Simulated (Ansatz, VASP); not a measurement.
**TaAl2O5 in VASP and in Ansatz**

```
CELL_PARAMETERS angstrom
4.85270 -1.84072 -0.00423
4.85270 1.84072 -0.00423
-0.16486 0.00000 10.10866
ATOMIC_POSITIONS crystal
Ta 0.88154 0.88154 0.06374
Ta 0.11846 0.11846 0.93626
Al 0.86943 0.86943 0.44029
Al 0.80960 0.80960 0.71529
Al 0.13057 0.13057 0.55971
Al 0.19040 0.19040 0.28471
O 0.32702 0.32702 0.04947
O 0.67298 0.67298 0.95053
O 0.31244 0.31244 0.42922
O 0.95108 0.95108 0.60956
O 0.22953 0.22953 0.74565
O 0.68756 0.68756 0.57078
O 0.04892 0.04892 0.39044
O 0.77047 0.77047 0.25435
O 0.07468 0.07468 0.13415
O 0.92532 0.92532 0.86585
```

Alike in both runs: functional PBE; k mesh 6 × 6 × 2; occupations gaussian, width 0.1 eV; no spin polarisation.

Ansatz relaxed the structure, and its values are those at the end. VASP's run is a single point on that final structure, the one shown.

|  | VASP | Ansatz |
| --- | --- | --- |
| version | VASP 6.6.1 | Ansatz 0.2.0 |
| potentials or method | VASP PAW PBE potentials, release 64 (Ta_pv, Al, O), cutoff 520 eV | scalar-relativistic, plane waves, PAW |
| valence electrons in the cell | 94 | 98 |

Ansatz gave:

```
gap on the k mesh at the Fermi level (eV) : 0.28
least direct gap on the mesh (eV)         : 0.28
pressure (GPa)                            : 0.0
rms of the force components (eV/Å)        : 0.006
```

Which values does VASP return?

gap on the k mesh at the Fermi level (eV): 0.26; least direct gap on the mesh (eV): 0.26; pressure (GPa): 0.3; rms of the force components (eV/Å): 0.027.

The functional is the same, so the differences come from potentials, cutoffs and numerics. VASP's potentials hold 94 valence electrons a cell and Ansatz's 98, so a difference there can come from the potentials and not from the codes.

Neither program's run includes spin-orbit coupling.
